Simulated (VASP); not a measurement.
# GaN (F-43m) in VASP: notebook

GaN is run at these levels: LDA; tasks: single point.

Program: VASP 6.6.1. These are calculated values, not measurements. Logs are shortened: lines on timing, memory, paths and dates and some standing lists are left out, and cuts for length are marked.

## Step 1: The cell of the first run

The structure is cubic, space group F-43m (No. 216). The conventional cell has a = 4.507 Å, b = 4.507 Å, c = 4.507 Å, α = 90.00°, β = 90.00°, γ = 90.00°. Ga (site symmetry -43m) has 4 N at 1.95 Å within 2.6 Å. N (site symmetry -43m) has 4 Ga at 1.95 Å within 2.6 Å.

## Step 2: Single point, LDA

Contents of INCAR:

```
ALGO = Normal ; EDIFF = 1E-6
ENCUT = 600 ; GGA_COMPAT = F
ISIF = 2 ; ISMEAR = 0
LASPH = T ; LCHARG = T
LELF = T ; LREAL = F
LVHAR = T ; LWAVE = F
NBANDS = 16 ; NELM = 120
PREC = Accurate ; SIGMA = 0.1
```

Contents of KPOINTS:

```
k-points
0
Gamma
  8 8 8
```

Contents of POSCAR:

```
GaN
1.0
    0.0000000000      2.2535006100      2.2535006100
    2.2535006100      0.0000000000      2.2535006100
    2.2535006100      2.2535006100      0.0000000000
Ga N
1 1
Direct
    0.0000000000      0.0000000000      0.0000000000
    0.2500000000      0.2500000000      0.2500000000
```

Potentials or basis: VASP PAW LDA potentials, release 64 (Ga_d, N).

Command:

```
$ cat potpaw_LDA.64/Ga_d/POTCAR potpaw_LDA.64/N/POTCAR > POTCAR
$ mpirun -np 1 vasp_std > vasp.out
```

OUTCAR:

```text
EDIFF = 1E-6
   ENCUT = 600
   ISIF = 2
   ISMEAR = 0
   LASPH = T
   LREAL = F
   NELM = 120
   PREC = Accurate

 ion  position               nearest neighbor table
   1  0.000  0.000  0.000-   2 1.95   2 1.95   2 1.95   2 1.95
   2  0.250  0.250  0.250-   1 1.95   1 1.95   1 1.95   1 1.95

  LATTYP: Found a face centered cubic cell.
 ALAT       =     4.5070012200

  Lattice vectors:

 A1 = (   0.0000000000,   2.2535006100,   2.2535006100)
 A2 = (   2.2535006100,   0.0000000000,   2.2535006100)
 A3 = (   2.2535006100,   2.2535006100,   0.0000000000)

Analysis of symmetry for initial positions (statically):
=====================================================================
 Subroutine PRICEL returns:
 Original cell was already a primitive cell.

 Routine SETGRP: Setting up the symmetry group for a
 face centered cubic supercell.

 Subroutine GETGRP returns: Found 24 space group operations
 (whereof 24 operations were pure point group operations)
 out of a pool of 48 trial point group operations.

The static configuration has the point symmetry T_d .

Analysis of symmetry for dynamics (positions and initial velocities):
=====================================================================
 Subroutine PRICEL returns:
 Original cell was already a primitive cell.

 Routine SETGRP: Setting up the symmetry group for a
 face centered cubic supercell.

 Subroutine GETGRP returns: Found 24 space group operations
 (whereof 24 operations were pure point group operations)
 out of a pool of 48 trial point group operations.

The dynamic configuration has the point symmetry T_d .

 Subroutine INISYM returns: Found 24 space group operations
 (whereof 24 operations are pure point group operations),
 and found     1 'primitive' translations

----------------------------------------------------------------------------------------

                                     Primitive cell

  volume of cell :      22.8877

  direct lattice vectors                    reciprocal lattice vectors
     0.000000000  2.253500610  2.253500610    -0.221877020  0.221877020  0.221877020
     2.253500610  0.000000000  2.253500610     0.221877020 -0.221877020  0.221877020
     2.253500610  2.253500610  0.000000000     0.221877020  0.221877020 -0.221877020

  length of vectors
     3.186931125  3.186931125  3.186931125     0.384302272  0.384302272  0.384302272

  position of ions in fractional coordinates (direct lattice)
     0.000000000  0.000000000  0.000000000
     0.250000000  0.250000000  0.250000000
[... 72 lines left out ...]
   LNONCOLLINEAR =      F non collinear calculations
   LSORBIT =      F    spin-orbit coupling
   LASPH  =      T    aspherical Exc in radial PAW
   ENCUT  =  600.0 eV  44.10 Ry    6.64 a.u.   6.37  6.37  6.37*2*pi/ulx,y,z
   NELM   =    120;   NELMIN=  2; NELMDL= -5     # of ELM steps
   EDIFF  = 0.1E-05   stopping-criterion for ELM
   LREAL  =      F    real-space projection
   EDIFFG = 0.1E-04   stopping-criterion for IOM
   NSW    =      0    number of steps for IOM
   IBRION =     -1    ionic relax: 0-MD 1-quasi-New 2-CG
   NFREE  =      0    steps in history (QN), initial steepest desc. (CG)
   ISIF   =      2    stress and relaxation
   ISYM   =      2    0-nonsym 1-usesym 2-fastsym
   POTIM  = 0.5000    time-step for ionic-motion
   TEBEG  =    0.0;   TEEND  =   0.0 temperature during run
   PSTRESS=    0.0 pullay stress
   NELECT =      18.0000    total number of electrons
   NUPDOWN=      -1.0000    fix difference up-down
   EMIN   =  10.00;   EMAX   =-10.00  energy-range for DOS
   EFERMI =   0.00;   METHOD = LEGACY
   ISMEAR =     0;   SIGMA  =   0.10  broadening in eV -4-tet -1-fermi 0-gaus
   EFERMI_NEDOS =   21; number of points for ismear=-14 and -15
   IALGO  =     38    algorithm
   IMIX   =      4    mixing-type and parameters
     AMIX     =   0.40;   BMIX     =  1.00
     AMIX_MAG =   1.60;   BMIX_MAG =  1.00
  volume/ion in A,a.u.               =      11.44        77.23
  Fermi-wavevector in a.u.,A,eV,Ry     =   1.511117  2.855596 31.068543  2.283473
  Thomas-Fermi vector in A             =   2.621216
   LORBIT       =      0    0 simple, 1 ext, 2 COOP (PROOUT), +10 PAW based schemes
   GGA     = CA    functional components
   LHFCALC =     F    Hartree Fock is set to
   AEXX    =    0.0000 exact exchange contribution
   IVDW    =     0    specifies the selected vdW correction
   LEPSILON=     F    determine dielectric tensor
   LRPA    =     F    only Hartree local field effects (RPA)
 non-spin polarized calculation
 Gauss-broadening in eV      SIGMA  =   0.10
  energy-cutoff  :      600.00
  volume of cell :       22.89
 maximum number of plane-waves:       778
 NGX is ok and might be reduce to    28
   NGX = 13   NGY = 13   NGZ = 13

 number of electron      18.0000005 magnetization

 Free energy of the ion-electron system (eV)
  ---------------------------------------------------
  ext. energy  EPLUGINS =         0.00000000
  ---------------------------------------------------
  free energy    TOTEN  =       -13.93287348 eV

  energy without entropy =      -13.93287348  energy(sigma->0) =      -13.93287348

 E-fermi :   5.4357     XC(G=0): -12.1182

 val. band max:        5.0309403846   @ k =   0.0000   0.0000   0.0000
 cond. band min:       6.7782881437   @ k =   0.0000   0.0000   0.0000
 fundamental gap:      1.7473477591
 Fermi energy:         5.4356912063

 k-point     1 :       0.0000    0.0000    0.0000
  band No.  band energies     occupation
      1     -10.7723      2.00000
      2      -8.5230      2.00000
      3      -8.5230      2.00000
      4      -8.5230      2.00000
      5      -8.2051      2.00000
      6      -8.2051      2.00000
[... 433 lines left out ...]
      3      -8.3574      2.00000
      4      -8.2254      2.00000
      5      -8.1719      2.00000
      6      -6.4845      2.00000
[... 8 lines left out ...]
     15      23.6681      0.00000
     16      25.9211      0.00000

 [... further k-points ...]
[... 5 lines left out ...]
  --------------------------------------------------------------------------------------
  -------------------------------------------------------------------------------------
  Total       -0.7995744     -0.7995744     -0.7995744     -0.0000000      0.0000000      0.0000000
  in kB      -55.9714300    -55.9714300    -55.9714300     -0.0000000      0.0000000      0.0000000
  external PRESSURE =     -55.9714300 kB  Pullay stress =       0.0000000 kB

 VOLUME and BASIS-vectors are now :
 -----------------------------------------------------------------------------
  energy-cutoff  :      600.00
  volume of cell :       22.89
      direct lattice vectors                 reciprocal lattice vectors
     0.000000000  2.253500610  2.253500610    -0.221877020  0.221877020  0.221877020
     2.253500610  0.000000000  2.253500610     0.221877020 -0.221877020  0.221877020
     2.253500610  2.253500610  0.000000000     0.221877020  0.221877020 -0.221877020

 POSITION                                       TOTAL-FORCE (eV/Angst)
 -----------------------------------------------------------------------------------
      0.00000      0.00000      0.00000         0.000000      0.000000     -0.000000
      1.12675      1.12675      1.12675        -0.000000     -0.000000      0.000000
 -----------------------------------------------------------------------------------
    total drift:                                0.000000      0.000000      0.000000

  FREE ENERGIE OF THE ION-ELECTRON SYSTEM (eV)
  ---------------------------------------------------
  free  energy   TOTEN  =       -13.9328734826 eV

  energy  without entropy=      -13.9328734825  energy(sigma->0) =      -13.93287348
```

stdout:

```text
POSCAR found type information on POSCAR GaN
 POSCAR found :  2 types and       2 ions
 scaLAPACK will be used
 LDA part: xc-table for (Slater(with rela. corr.)+CA(PZ))
 , standard interpolation
 POSCAR, INCAR and KPOINTS ok, starting setup
 FFT: planning ... GRIDC
 FFT: planning ... GRID_SOFT
 FFT: planning ... GRID
 WAVECAR not read
 entering main loop
```

Run time: 16 s. Hardware: 1 thread of Intel Xeon 6975P-C (Granite Rapids), shared host; peak memory 0.14 GiB.

Results:

```yaml
Free_energy: -13.9329 eV
Pressure: -5.6 GPa
Band_gap_on_the_k_mesh: 1.75 eV
```

Caveat: the cell stands under tension.

## Step 3: Single point, LDA

This run uses another cell than the first one, of 11.05 Å³/atom.

Contents of INCAR:

```
SYSTEM = GaN
PREC     = Accurate       ! precision mode
ENCUT    = 600            ! plane-wave cutoff, eV
EDIFF    = 1E-6           ! SCF threshold, eV
ISMEAR   = 0              ! smearing method
SIGMA    = 0.02           ! smearing width, eV
LREAL    = .False.        ! projectors in reciprocal space
LASPH    = .True.         ! aspherical terms in the spheres
NELM     = 120            ! most SCF steps
ALGO     = Normal         ! electronic algorithm
ISIF     = 2              ! what is computed and relaxed
LWAVE    = .False.        ! write WAVECAR
LCHARG   = .False.        ! write CHGCAR
GGA      = CA             ! functional
NBANDS   = 16             ! bands
GGA_COMPAT= .False.
```

Contents of KPOINTS:

```
Automatic mesh
0
Gamma
  10 10 10
  0 0 0
```

Contents of POSCAR:

```
GaN
1.0
    0.0000000000      2.2276025176      2.2276025176
    2.2276025176      0.0000000000      2.2276025176
    2.2276025176      2.2276025176      0.0000000000
Ga N
1 1
Direct
    0.0000000000      0.0000000000      0.0000000000
    0.2500000000      0.2500000000      0.2500000000
```

Potentials or basis: VASP PAW LDA potentials, release 64 (Ga_d, N).

Command:

```
$ cat potpaw_LDA.64/Ga_d/POTCAR potpaw_LDA.64/N/POTCAR > POTCAR
$ mpirun -np 1 vasp_std > vasp.out
```

OUTCAR:

```text
SYSTEM = GaN
   PREC = Accurate
   ENCUT = 600
   EDIFF = 1E-6
   ISMEAR = 0
   LREAL = .False.
   LASPH = .True.
   NELM = 120
   ISIF = 2
   GGA = CA

 ion  position               nearest neighbor table
   1  0.000  0.000  0.000-   2 1.93   2 1.93   2 1.93   2 1.93
   2  0.250  0.250  0.250-   1 1.93   1 1.93   1 1.93   1 1.93

  LATTYP: Found a face centered cubic cell.
 ALAT       =     4.4552050352

  Lattice vectors:

 A1 = (   0.0000000000,   2.2276025176,   2.2276025176)
 A2 = (   2.2276025176,   0.0000000000,   2.2276025176)
 A3 = (   2.2276025176,   2.2276025176,   0.0000000000)

Analysis of symmetry for initial positions (statically):
=====================================================================
 Subroutine PRICEL returns:
 Original cell was already a primitive cell.

 Routine SETGRP: Setting up the symmetry group for a
 face centered cubic supercell.

 Subroutine GETGRP returns: Found 24 space group operations
 (whereof 24 operations were pure point group operations)
 out of a pool of 48 trial point group operations.

The static configuration has the point symmetry T_d .

Analysis of symmetry for dynamics (positions and initial velocities):
=====================================================================
 Subroutine PRICEL returns:
 Original cell was already a primitive cell.

 Routine SETGRP: Setting up the symmetry group for a
 face centered cubic supercell.

 Subroutine GETGRP returns: Found 24 space group operations
 (whereof 24 operations were pure point group operations)
 out of a pool of 48 trial point group operations.

The dynamic configuration has the point symmetry T_d .

 Subroutine INISYM returns: Found 24 space group operations
 (whereof 24 operations are pure point group operations),
 and found     1 'primitive' translations

----------------------------------------------------------------------------------------

[... 105 lines left out ...]
   EMIN   =  10.00;   EMAX   =-10.00  energy-range for DOS
   EFERMI =   0.00;   METHOD = LEGACY
   ISMEAR =     0;   SIGMA  =   0.02  broadening in eV -4-tet -1-fermi 0-gaus
   EFERMI_NEDOS =   21; number of points for ismear=-14 and -15
   IALGO  =     38    algorithm
   IMIX   =      4    mixing-type and parameters
     AMIX     =   0.40;   BMIX     =  1.00
     AMIX_MAG =   1.60;   BMIX_MAG =  1.00
  volume/ion in A,a.u.               =      11.05        74.59
  Fermi-wavevector in a.u.,A,eV,Ry     =   1.528685  2.888796 31.795148  2.336877
  Thomas-Fermi vector in A             =   2.636410
   LORBIT       =      0    0 simple, 1 ext, 2 COOP (PROOUT), +10 PAW based schemes
   GGA     = CA    functional components
   LHFCALC =     F    Hartree Fock is set to
   AEXX    =    0.0000 exact exchange contribution
   IVDW    =     0    specifies the selected vdW correction
   LEPSILON=     F    determine dielectric tensor
   LRPA    =     F    only Hartree local field effects (RPA)
 non-spin polarized calculation
 Gauss-broadening in eV      SIGMA  =   0.02
  energy-cutoff  :      600.00
  volume of cell :       22.11
 maximum number of plane-waves:       754
 NGX is ok and might be reduce to    28
   NGX = 13   NGY = 13   NGZ = 13

 number of electron      18.0000001 magnetization

 Free energy of the ion-electron system (eV)
  ---------------------------------------------------
  ext. energy  EPLUGINS =         0.00000000
  ---------------------------------------------------
  free energy    TOTEN  =       -13.94408007 eV

  energy without entropy =      -13.94408007  energy(sigma->0) =      -13.94408007

 E-fermi :   5.6264     XC(G=0): -12.3044

 val. band max:        5.4205361593   @ k =   0.0000   0.0000   0.0000
 cond. band min:       7.3933570365   @ k =   0.0000   0.0000   0.0000
 fundamental gap:      1.9728208772
 Fermi energy:         5.6263822821

 k-point     1 :       0.0000    0.0000    0.0000
  band No.  band energies     occupation
      1     -10.6886      2.00000
      2      -8.1706      2.00000
      3      -8.1706      2.00000
      4      -8.1706      2.00000
      5      -7.8162      2.00000
      6      -7.8162      2.00000
[... 433 lines left out ...]
      3      -7.9234      2.00000
      4      -7.9221      2.00000
      5      -7.7493      2.00000
      6      -6.8247      2.00000
[... 8 lines left out ...]
     15      28.1236      0.00000
     16      28.1582      0.00000

 [... further k-points ...]
[... 5 lines left out ...]
  --------------------------------------------------------------------------------------
  -------------------------------------------------------------------------------------
  Total        0.1439055      0.1439055      0.1439055     -0.0000000      0.0000000     -0.0000000
  in kB       10.4290504     10.4290504     10.4290504     -0.0000000      0.0000000     -0.0000000
  external PRESSURE =      10.4290504 kB  Pullay stress =       0.0000000 kB

 VOLUME and BASIS-vectors are now :
 -----------------------------------------------------------------------------
  energy-cutoff  :      600.00
  volume of cell :       22.11
      direct lattice vectors                 reciprocal lattice vectors
     0.000000000  2.227602518  2.227602518    -0.224456561  0.224456561  0.224456561
     2.227602518  0.000000000  2.227602518     0.224456561 -0.224456561  0.224456561
     2.227602518  2.227602518  0.000000000     0.224456561  0.224456561 -0.224456561

 POSITION                                       TOTAL-FORCE (eV/Angst)
 -----------------------------------------------------------------------------------
      0.00000      0.00000      0.00000        -0.000000     -0.000000     -0.000000
      1.11380      1.11380      1.11380         0.000000      0.000000      0.000000
 -----------------------------------------------------------------------------------
    total drift:                               -0.000000     -0.000000      0.000000

  FREE ENERGIE OF THE ION-ELECTRON SYSTEM (eV)
  ---------------------------------------------------
  free  energy   TOTEN  =       -13.9440800660 eV

  energy  without entropy=      -13.9440800660  energy(sigma->0) =      -13.94408007
```

stdout:

```text
POSCAR found type information on POSCAR GaN
 POSCAR found :  2 types and       2 ions
 scaLAPACK will be used
 LDA part: xc-table for (Slater(with rela. corr.)+CA(PZ))
 , standard interpolation
 POSCAR, INCAR and KPOINTS ok, starting setup
 FFT: planning ... GRIDC
 FFT: planning ... GRID_SOFT
 FFT: planning ... GRID
 WAVECAR not read
 entering main loop
```

It took 21 s on 1 thread of Intel Xeon 6975P-C (Granite Rapids), shared host; peak memory 0.15 GiB.

Results:

```yaml
Free_energy: -13.9441 eV
Pressure: 1.0 GPa
Band_gap_on_the_k_mesh: 1.97 eV
```
